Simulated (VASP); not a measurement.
The system is Cs4H.

```
Cs H
1.0
     0.00000    4.80699    4.80699
     4.80699    0.00000    4.80699
     4.80699    4.80699    0.00000
Cs H
4 1
Direct
  0.37488 0.37488 0.37488
  0.37488 0.37488 0.87537
  0.37488 0.87537 0.37488
  0.87537 0.37488 0.37488
  0.00000 0.00000 0.00000
```

The cell was generated, and may not be a known phase.

```yaml
Program: VASP 6.6.1
Task: relaxation of cell and atoms
Functional: PBE
Potentials_or_basis: VASP PAW PBE potentials, release 64 (Cs_sv, H)
Cutoff: 600 eV
k_mesh: 4 × 4 × 4
Occupations: gaussian, width 0.1 eV
Spin: no spin polarisation
```

At the start: pressure 4.7 GPa; volume 44.43 Å³/atom.

Q: Where does the relaxation end?

A: Over 9 steps the energy falls by 575.2 meV/atom and the volume is 129.42 Å³/atom (+191.3 %); space group F-43m (No. 216, to 0.1 Å) before and after.

The path:
```
step  energy change (eV)  largest force (eV/Å)  pressure (GPa)  volume (Å³)
   1              0.0000                0.0221            4.69       222.15
   2             -0.9476                0.0060            2.50       266.64
   3             -1.9579                0.0444            1.10       359.55
   4             -2.8548                0.0671            0.12       605.42
   5             -2.8717                0.0579           -0.03       672.83
   6             -2.8732                0.0604            0.00       657.95
   7             -2.8724                0.0617            0.02       646.03
   8             -2.8739                0.0483            0.02       646.30
   9             -2.8762                0.0083            0.02       647.12
```

Final structure:
```xyz
5
Lattice="0.0000 6.8652 6.8652 6.8652 0.0000 6.8652 6.8652 6.8652 0.0000" Properties=species:S:1:pos:R:3 pbc="T T T"
Cs    5.1376    5.1376    5.1376
Cs    8.5928    8.5928    5.1376
Cs    8.5928    5.1376    8.5928
Cs    5.1376    8.5928    8.5928
H     0.0000    0.0000    0.0000
```

Caveat: the volume moved by over 15 % at a fixed basis, so the end points are rough.
